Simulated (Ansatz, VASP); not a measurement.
## SiC: VASP beside Ansatz

```
Si C
1.0
    -0.05445    2.12360    2.12360
     2.12360   -0.05445    2.12360
     2.12360    2.12360   -0.05445
Si C
1 1
Direct
  0.99852 0.99852 0.99852
  0.25148 0.25148 0.25148
```

Change from the starting cell: shear_111 strain -3.8%.

Alike in both runs: task single point; functional HSE06; k mesh 8 × 8 × 8; no spin polarisation.

|  | VASP | Ansatz |
| --- | --- | --- |
| version | VASP 6.6.1 | Ansatz 0.2.0 |
| potentials or method | VASP PAW PBE potentials, release 64 (Si, C) | plane waves, PAW |
| plane-wave cutoff (eV) | 520 | 420 |
| occupations | gaussian, width 0.01 eV | fixed |
| valence electrons in the cell | 8 | 8 |

VASP gave:

```
gap on the k mesh at the Fermi level (eV)                     : 1.90
pressure (GPa)                                                : 7.9
traceless stress, the component that is largest in VASP (GPa) : 6.93
rms of the force components (eV/Å)                            : 0.006
```

Task: Which values does Ansatz return?

Result: gap on the k mesh at the Fermi level (eV): 1.90; pressure (GPa): 8.4; traceless stress, the component that is largest in VASP (GPa): 6.90; rms of the force components (eV/Å): 0.008.

Atom by atom the forces differ by 0.003 eV/Å (rms over components). Ansatz's warnings: stress exchange threshold loose, stress scf threshold loose.
